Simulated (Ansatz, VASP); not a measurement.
## One calculation of SrO, two programs

```
Sr O
1.0
     0.00000    2.56630    2.56630
     2.56630    0.00000    2.56630
     2.56630    2.56630    0.00000
Sr O
1 1
Direct
  0.50000 0.50000 0.50000
  0.00000 0.00000 0.00000
```

Alike in both runs: functional r2SCAN50; k mesh 5 × 5 × 5; occupations fermi-dirac, width 0.05 eV; no spin polarisation.

|  | VASP | Ansatz |
| --- | --- | --- |
| version | VASP 6.6.1 | Ansatz 0.2.0 |
| potentials or method | VASP PAW PBE potentials, release 64 (Sr_sv, O) | Ansatz PAW |
| plane-wave cutoff (eV) | 520 | 500 |
| valence electrons in the cell | 16 | 16 |
| task | single point | band structure |

```tsv
	VASP	Ansatz	Ansatz less VASP
gap on the k mesh at the Fermi level (eV)	8.15	8.18	+0.028
least direct gap on the mesh (eV)	8.28	8.30	+0.013
pressure (GPa)	-0.7	-1.1	-0.42
```

VASP's potentials were made for PBE, not for r2SCAN50.

The k mesh is coarse, so the values compare programs but aren't converged. Noted on Ansatz's run: the k mesh misses the band edges, so the gap on the mesh is wider than the one along the path.
